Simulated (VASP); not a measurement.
# Zn2O (antifluorite type) (Fm-3m) in VASP: single point with PBE

Aim: the single point of Zn2O (antifluorite type) with PBE.

Program: VASP 6.6.1. These are calculated values, not measurements. Logs are shortened: lines on timing, memory, paths and dates and some standing lists are left out, and cuts for length are marked.

## 1. The cell of the first run

The structure is cubic, space group Fm-3m (No. 225). Conventional cell: a = 5.459 Å, b = 5.459 Å, c = 5.459 Å, α = 90.00°, β = 90.00°, γ = 90.00°. Zn (site symmetry -43m) has 4 O at 2.36 Å and 6 Zn at 2.73 Å within 3.1 Å. Within 3.1 Å of O (site symmetry m-3m) lie 8 Zn at 2.36 Å.

## 2. Single point, PBE

Input file INCAR:

```
  PREC = Accurate
  ENCUT = 520
  EDIFF = 1E-6
  ISMEAR = -1
  SIGMA = 0.06122561905347299
  LREAL = False
  LASPH = True
  NELM = 80
  ALGO = Normal
  ISIF = 2
  LWAVE = False
  LCHARG = False
  GGA = PE
  NBANDS = 22
```

Input file KPOINTS:

```
regular mesh
0
Gamma
  34 34 34
```

Input file POSCAR:

```
Zn2O
1.0
    0.0000000000      2.7295061089      2.7295061089
    2.7295061089      0.0000000000      2.7295061089
    2.7295061089      2.7295061089      0.0000000000
Zn O
2 1
Direct
    0.2500000000      0.2500000000      0.2500000000
    0.7500000000      0.7500000000      0.7500000000
    0.0000000000      0.0000000000      0.0000000000
```

Potentials or basis: VASP PAW PBE potentials, release 64 (Zn, O).

The run is started by

```sh
cat potpaw_PBE.64/Zn/POTCAR potpaw_PBE.64/O/POTCAR > POTCAR
mpirun -np 1 vasp_std > vasp.out
```

OUTCAR:

```text
PREC = Accurate
   ENCUT = 520
   EDIFF = 1E-6
   ISMEAR = -1
   LREAL = False
   LASPH = True
   NELM = 80
   ISIF = 2
   GGA = PE

 ion  position               nearest neighbor table
   1  0.250  0.250  0.250-   3 2.36   3 2.36   3 2.36   3 2.36   2 2.73   2 2.73   2 2.73   2 2.73
                             2 2.73   2 2.73
   2  0.750  0.750  0.750-   3 2.36   3 2.36   3 2.36   3 2.36   1 2.73   1 2.73   1 2.73   1 2.73
                             1 2.73   1 2.73
   3  0.000  0.000  0.000-   2 2.36   2 2.36   2 2.36   1 2.36   1 2.36   1 2.36   2 2.36   1 2.36

  LATTYP: Found a face centered cubic cell.
 ALAT       =     5.4590122178

  Lattice vectors:

 A1 = (   0.0000000000,   2.7295061089,   2.7295061089)
 A2 = (   2.7295061089,   0.0000000000,   2.7295061089)
 A3 = (   2.7295061089,   2.7295061089,   0.0000000000)

Analysis of symmetry for initial positions (statically):
=====================================================================
 Subroutine PRICEL returns:
 Original cell was already a primitive cell.

 Routine SETGRP: Setting up the symmetry group for a
 face centered cubic supercell.

 Subroutine GETGRP returns: Found 48 space group operations
 (whereof 48 operations were pure point group operations)
 out of a pool of 48 trial point group operations.

The static configuration has the point symmetry O_h .

Analysis of symmetry for dynamics (positions and initial velocities):
=====================================================================
 Subroutine PRICEL returns:
 Original cell was already a primitive cell.

 Routine SETGRP: Setting up the symmetry group for a
 face centered cubic supercell.

 Subroutine GETGRP returns: Found 48 space group operations
 (whereof 48 operations were pure point group operations)
 out of a pool of 48 trial point group operations.

The dynamic configuration has the point symmetry O_h .

 Subroutine INISYM returns: Found 48 space group operations
 (whereof 48 operations are pure point group operations),
 and found     1 'primitive' translations

----------------------------------------------------------------------------------------

                                     Primitive cell

  volume of cell :      40.6708

  direct lattice vectors                    reciprocal lattice vectors
     0.000000000  2.729506109  2.729506109    -0.183183323  0.183183323  0.183183323
     2.729506109  0.000000000  2.729506109     0.183183323 -0.183183323  0.183183323
     2.729506109  2.729506109  0.000000000     0.183183323  0.183183323 -0.183183323

  length of vectors
     3.860104558  3.860104558  3.860104558     0.317282823  0.317282823  0.317282823

  position of ions in fractional coordinates (direct lattice)
     0.250000000  0.250000000  0.250000000
     0.750000000  0.750000000  0.750000000
     0.000000000  0.000000000  0.000000000

  ion indices of the primitive-cell ions
   primitive index   ion index
                 1           1
                 2           2
                 3           3

----------------------------------------------------------------------------------------

 KPOINTS: regular mesh

Automatic generation of k-mesh.
 Grid dimensions read from file:
 generate k-points for:   34   34   34

 Generating k-lattice:

  Cartesian coordinates                     Fractional coordinates (reciprocal lattice)
    -0.005387745  0.005387745  0.005387745     0.029411765  0.000000000  0.000000000
     0.005387745 -0.005387745  0.005387745     0.000000000  0.029411765  0.000000000
     0.005387745  0.005387745 -0.005387745     0.000000000  0.000000000  0.029411765

  Length of vectors
     0.009331848  0.009331848  0.009331848

  Shift w.r.t. Gamma in fractional coordinates (k-lattice)
     0.000000000  0.000000000  0.000000000

 Subroutine IBZKPT returns following result:
 ===========================================

 Found   1059 irreducible k-points:

 Following reciprocal coordinates:
            Coordinates               Weight
  0.000000  0.000000  0.000000      1.000000
  0.029412  0.000000  0.000000      8.000000
  0.058824  0.000000  0.000000      8.000000
  0.088235  0.000000  0.000000      8.000000
  0.117647  0.000000  0.000000      8.000000
  0.147059  0.000000  0.000000      8.000000
[... 16 lines left out ...]
  0.147059  0.029412  0.000000     24.000000
  0.176471  0.029412  0.000000     24.000000
 [... further k-points ...]
   k-points           NKPTS =   1059   k-points in BZ     NKDIM =   1059   number of bands    NBANDS=     22
   number of dos      NEDOS =    301   number of ions     NIONS =      3
   total plane-waves  NPLWV =  27000
   dimension x,y,z NGX =    30 NGY =   30 NGZ =   30
   dimension x,y,z NGXF=    60 NGYF=   60 NGZF=   60
   ions per type =               2   1
   NGX,Y,Z   is equivalent  to a cutoff of  12.92, 12.92, 12.92 a.u.
   NGXF,Y,Z  is equivalent  to a cutoff of  25.84, 25.84, 25.84 a.u.
 SYSTEM =  unknown system
   PREC   = accura    normal or accurate (medium, high low for compatibility)
   ISTART =      0    job   : 0-new  1-cont  2-samecut
   ICHARG =      2    charge: 1-file 2-atom 10-const
   ISPIN  =      1    spin polarized calculation?
   LNONCOLLINEAR =      F non collinear calculations
   LSORBIT =      F    spin-orbit coupling
   LASPH  =      T    aspherical Exc in radial PAW
   ENCUT  =  520.0 eV  38.22 Ry    6.18 a.u.   7.18  7.18  7.18*2*pi/ulx,y,z
   NELM   =     80;   NELMIN=  2; NELMDL= -5     # of ELM steps
   EDIFF  = 0.1E-05   stopping-criterion for ELM
   LREAL  =      F    real-space projection
   EDIFFG = 0.1E-04   stopping-criterion for IOM
   NSW    =      0    number of steps for IOM
   IBRION =     -1    ionic relax: 0-MD 1-quasi-New 2-CG
   NFREE  =      0    steps in history (QN), initial steepest desc. (CG)
   ISIF   =      2    stress and relaxation
   ISYM   =      2    0-nonsym 1-usesym 2-fastsym
   POTIM  = 0.5000    time-step for ionic-motion
   TEBEG  =    0.0;   TEEND  =   0.0 temperature during run
   PSTRESS=    0.0 pullay stress
   NELECT =      30.0000    total number of electrons
   NUPDOWN=      -1.0000    fix difference up-down
   EMIN   =  10.00;   EMAX   =-10.00  energy-range for DOS
   EFERMI =   0.00;   METHOD = LEGACY
   ISMEAR =    -1;   SIGMA  =   0.06  broadening in eV -4-tet -1-fermi 0-gaus
   EFERMI_NEDOS =   21; number of points for ismear=-14 and -15
   IALGO  =     38    algorithm
   IMIX   =      4    mixing-type and parameters
     AMIX     =   0.40;   BMIX     =  1.00
     AMIX_MAG =   1.60;   BMIX_MAG =  1.00
  volume/ion in A,a.u.               =      13.56        91.49
  Fermi-wavevector in a.u.,A,eV,Ry     =   1.479181  2.795246 29.769207  2.187975
  Thomas-Fermi vector in A             =   2.593370
   LORBIT       =      0    0 simple, 1 ext, 2 COOP (PROOUT), +10 PAW based schemes
   GGA     = PE    functional components
   LHFCALC =     F    Hartree Fock is set to
   AEXX    =    0.0000 exact exchange contribution
   IVDW    =     0    specifies the selected vdW correction
   LEPSILON=     F    determine dielectric tensor
   LRPA    =     F    only Hartree local field effects (RPA)
 non-spin polarized calculation
  energy-cutoff  :      520.00
  volume of cell :       40.67
 maximum number of plane-waves:      1114
 NGX is ok and might be reduce to    30
   NGX = 15   NGY = 15   NGZ = 15

 number of electron      30.0000006 magnetization

 Free energy of the ion-electron system (eV)
  ---------------------------------------------------
  ext. energy  EPLUGINS =         0.00000000
  ---------------------------------------------------
  free energy    TOTEN  =        -7.81353063 eV

  energy without entropy =       -7.80818734  energy(sigma->0) =       -7.81085899

 E-fermi :   3.9496     XC(G=0): -11.1620

 val. band max:        3.8776746266   @ k =  -0.3235   0.4706   0.2059
 cond. band min:       3.9685708485   @ k =  -0.2941   0.4412   0.1765
 fundamental gap:      0.0908962219
 Fermi energy:         3.9496217297

 k-point     1 :       0.0000    0.0000    0.0000
  band No.  band energies     occupation
      1     -16.1868      2.00000
      2      -5.1747      2.00000
      3      -5.1747      2.00000
      4      -5.1747      2.00000
      5      -4.9540      2.00000
      6      -4.9540      2.00000
[... 14 lines left out ...]
     21      13.2665      0.00000
     22      13.2665      0.00000

 k-point     2 :       0.0294    0.0000    0.0000
  band No.  band energies     occupation
      1     -16.1845      2.00000
      2      -5.1773      2.00000
      3      -5.1727      2.00000
      4      -5.1727      2.00000
      5      -4.9516      2.00000
      6      -4.9516      2.00000
[... 14 lines left out ...]
     21      13.2094      0.00000
     22      13.2166      0.00000

 k-point     3 :       0.0588    0.0000    0.0000
  band No.  band energies     occupation
      1     -16.1780      2.00000
      2      -5.1844      2.00000
      3      -5.1666      2.00000
      4      -5.1666      2.00000
      5      -4.9442      2.00000
      6      -4.9442      2.00000
[... 14 lines left out ...]
     21      13.0566      0.00000
     22      13.0966      0.00000

 k-point     4 :       0.0882    0.0000    0.0000
  band No.  band energies     occupation
      1     -16.1672      2.00000
      2      -5.1947      2.00000
      3      -5.1565      2.00000
      4      -5.1565      2.00000
      5      -4.9321      2.00000
      6      -4.9321      2.00000
[... 14 lines left out ...]
     21      12.8464      0.00000
     22      12.9778      0.00000

 k-point     5 :       0.1176    0.0000    0.0000
  band No.  band energies     occupation
      1     -16.1524      2.00000
      2      -5.2059      2.00000
      3      -5.1426      2.00000
      4      -5.1426      2.00000
      5      -4.9152      2.00000
      6      -4.9152      2.00000
[... 417 lines left out ...]
 k-point    22 :       0.1176    0.0294    0.0000
  band No.  band energies     occupation
      1     -16.1559      2.00000
      2      -5.2131      2.00000
      3      -5.1449      2.00000
      4      -5.1372      2.00000
      5      -4.9280      2.00000
      6      -4.9110      2.00000
[... 14 lines left out ...]
     21      13.0111      0.00000
     22      13.1612      0.00000

 k-point    23 :       0.1471    0.0294    0.0000
  band No.  band energies     occupation
      1     -16.1389      2.00000
      2      -5.2234      2.00000
      3      -5.1299      2.00000
      4      -5.1192      2.00000
      5      -4.9098      2.00000
      6      -4.8895      2.00000
[... 14 lines left out ...]
     21      12.8114      0.00000
     22      13.2103      0.00000

 k-point    24 :       0.1765    0.0294    0.0000
  band No.  band energies     occupation
      1     -16.1190      2.00000
      2      -5.2303      2.00000
      3      -5.1111      2.00000
      4      -5.0981      2.00000
      5      -4.8867      2.00000
      6      -4.8639      2.00000
[... 14 lines left out ...]
     21      12.6109      0.00000
     22      13.4415      0.00000

 [... further k-points ...]

------------------------ aborting loop because EDIFF is reached ----------------------------------------

  FORCE on cell =-STRESS in cart. coord.  units (eV):
  Direction    XX          YY          ZZ          XY          YZ          ZX
  --------------------------------------------------------------------------------------
  -------------------------------------------------------------------------------------
  Total        0.0492451      0.0492451      0.0492451      0.0000000     -0.0000000      0.0000000
  in kB        1.9399544      1.9399544      1.9399544      0.0000000     -0.0000000      0.0000000
  external PRESSURE =       1.9399544 kB  Pullay stress =       0.0000000 kB

 VOLUME and BASIS-vectors are now :
 -----------------------------------------------------------------------------
  energy-cutoff  :      520.00
  volume of cell :       40.67
      direct lattice vectors                 reciprocal lattice vectors
     0.000000000  2.729506109  2.729506109    -0.183183323  0.183183323  0.183183323
     2.729506109  0.000000000  2.729506109     0.183183323 -0.183183323  0.183183323
     2.729506109  2.729506109  0.000000000     0.183183323  0.183183323 -0.183183323

 POSITION                                       TOTAL-FORCE (eV/Angst)
 -----------------------------------------------------------------------------------
      1.36475      1.36475      1.36475        -0.000000     -0.000000     -0.000000
      4.09426      4.09426      4.09426         0.000000      0.000000      0.000000
      0.00000      0.00000      0.00000        -0.000000     -0.000000      0.000000
 -----------------------------------------------------------------------------------
    total drift:                               -0.000000     -0.000000      0.000000

  FREE ENERGIE OF THE ION-ELECTRON SYSTEM (eV)
  ---------------------------------------------------
  free  energy   TOTEN  =        -7.8135306271 eV

  energy  without entropy=       -7.8081873445  energy(sigma->0) =       -7.81085899
```

Wall time 9.4 min (1 thread of AMD EPYC 9R45 (Zen 5), shared host); peak memory 0.8 GiB.

What came out:

```
Free energy            : -7.8135 eV
Pressure               : 0.2 GPa
Band gap on the k mesh : zero (bands 15 and 16 overlap by 0.24 eV)
```

Levels at points of the mesh, in eV from the Fermi level:
| k point | band 13 | band 14 | band 15 | band 16 | band 17 | band 18 |
| --- | --- | --- | --- | --- | --- | --- |
| (0.00, 0.00, 0.00) | -4.29 | -4.29 | -4.29 | 3.29 | 3.29 | 3.29 |
| (0.50, 0.00, 0.00) | -4.71 | -4.71 | -3.50 | 0.17 | 4.14 | 4.14 |
| (0.50, 0.50, 0.00) | -5.87 | -5.87 | -1.64 | 0.17 | 0.78 | 3.90 |

Caveat: semilocal functionals underestimate gaps, and a narrow one can read as zero.

The gap in the log of VASP goes by the Fermi energy; the results here count the filled bands.